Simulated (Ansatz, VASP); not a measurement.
N: VASP beside Ansatz

File INCAR:

```
PREC = Accurate ; ENCUT = 520
EDIFF = 1E-8 ; ISMEAR = -1
SIGMA = 0.02 ; LREAL = False
LASPH = True ; NELM = 100
ALGO = Normal ; ISIF = 2
LWAVE = False ; LCHARG = False
GGA = PS ; LEFG = True
NBANDS = 18
```

KPOINTS

```
Automatic mesh
0
Gamma
  4 4 4
```

The input POSCAR:

```
N
1.0
    5.5336819281      0.0000000000      0.0000000000
    0.0000000000      5.5336819281      0.0000000000
    0.0000000000      0.0000000000      5.5336819281
N
4
Direct
    0.0300000000      0.0300000000      0.0300000000
    0.4700000000      0.9700000000      0.5300000000
    0.5300000000      0.4700000000      0.9700000000
    0.9700000000      0.5300000000      0.4700000000
```

Input for Ansatz:

```yaml
crystal:
  lattice:
    - [5.5336819281, 0.0, 0.0]
    - [0.0, 5.5336819281, 0.0]
    - [0.0, 0.0, 5.5336819281]
  atoms:
    - { symbol: "N", position: [0.03, 0.03, 0.03] }
    - { symbol: "N", position: [0.47, 0.97, 0.53] }
    - { symbol: "N", position: [0.53, 0.47, 0.97] }
    - { symbol: "N", position: [0.97, 0.53, 0.47] }
kpoints:
  mp_grid: { grid: [4, 4, 4] }
scf:
  occupations: { method: fermi_dirac, width: 0.02 }
hamiltonian:
  xc: pbesol
  pseudopotentials: { kind: all_electron, datasets: crystal }
output:
  forces: true
  stress: true
  eigenvalues: true
  efg: { contact_densities: true }
```

Change from the starting cell: volume scaled by 0.94, crystal datasets.

Alike in both runs: task electric field gradients; functional PBEsol; k mesh 4 × 4 × 4; occupations fermi-dirac, width 0.02 eV; no spin polarisation.

```csv
,VASP,Ansatz
version,VASP 6.6.1,Ansatz 0.2.0
potentials or method,"VASP PAW PBE potentials, release 64 (N), cutoff 520 eV","all-electron PAW with datasets made for the crystal, scalar-relativistic"
```

|  | VASP | Ansatz | Ansatz less VASP |
| --- | --- | --- | --- |
| pressure (GPa) | -4.8 | -4.8 | +0.05 |
| rms of the force components (eV/Å) | 0.251 | 0.251 | 0.0000 |
| size of Vzz on the site where it differs most (V/Å²) | 6.6 | 6.5 | -0.09 |

VASP's potentials were made for PBE, not for PBEsol. Atom by atom the forces differ by 0.000 eV/Å (rms over components). Ansatz ran all-electron here, and VASP with PAW potentials.
